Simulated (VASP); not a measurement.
Crystal: Tc.

```
CELL_PARAMETERS angstrom
2.73936 0.00000 0.00000
-1.36968 2.37235 0.00000
0.00000 0.00000 8.76968
ATOMIC_POSITIONS crystal
Tc 0.66667 0.33333 0.75000
Tc 0.00000 0.00000 0.50000
Tc 0.33333 0.66667 0.25000
Tc 0.00000 0.00000 0.00000
```

```yaml
Program: VASP 6.6.1
Task: relaxation of cell and atoms
Functional: PBEsol
Potentials_or_basis: VASP PAW PBE potentials, release 64 (Tc_pv)
Cutoff: 600 eV
k_mesh: 11 × 11 × 3
Occupations: fermi-dirac, width 0.05 eV
Spin: no spin polarisation
```

At the start: pressure -5.8 GPa; volume 14.25 Å³/atom.

Task: Where does the relaxation end?

Result: Over 11 steps the energy falls by 5.0 meV/atom and the volume is 13.99 Å³/atom (-1.8 %); space group P6_3/mmc (No. 194, to 0.05 Å).

The path:
```tsv
step	energy change (eV)	largest force (eV/Å)	pressure (GPa)	volume (Å³)
1	0.0000	0.0000	-5.80	56.99
2	0.1789	0.0000	21.53	52.84
3	-0.0197	0.0000	-0.08	55.97
4	-0.0197	0.0000	0.06	55.94
5	-0.0197	0.0000	0.18	55.92
6	-0.0200	0.0000	0.10	55.94
7	-0.0201	0.0000	0.13	55.93
8	-0.0201	0.0000	0.13	55.93
9	-0.0201	0.0000	0.13	55.93
10	-0.0201	0.0000	-0.26	56.01
11	-0.0201	0.0000	-0.01	55.95
```

Final structure:
```yaml
crystal:
  lattice:
    - [2.71841, 0.00000, 0.00000]
    - [-1.35920, 2.35421, 0.00000]
    - [0.00000, 0.00000, 8.74296]
  atoms:
    - { symbol: Tc, position: [0.66667, 0.33333, 0.75000] }
    - { symbol: Tc, position: [0.00000, 0.00000, 0.50000] }
    - { symbol: Tc, position: [0.33333, 0.66667, 0.25000] }
    - { symbol: Tc, position: [0.00000, 0.00000, 0.00000] }
```

Caveat: the PAW data sets were made with another functional, which shifts forces and pressure a little.
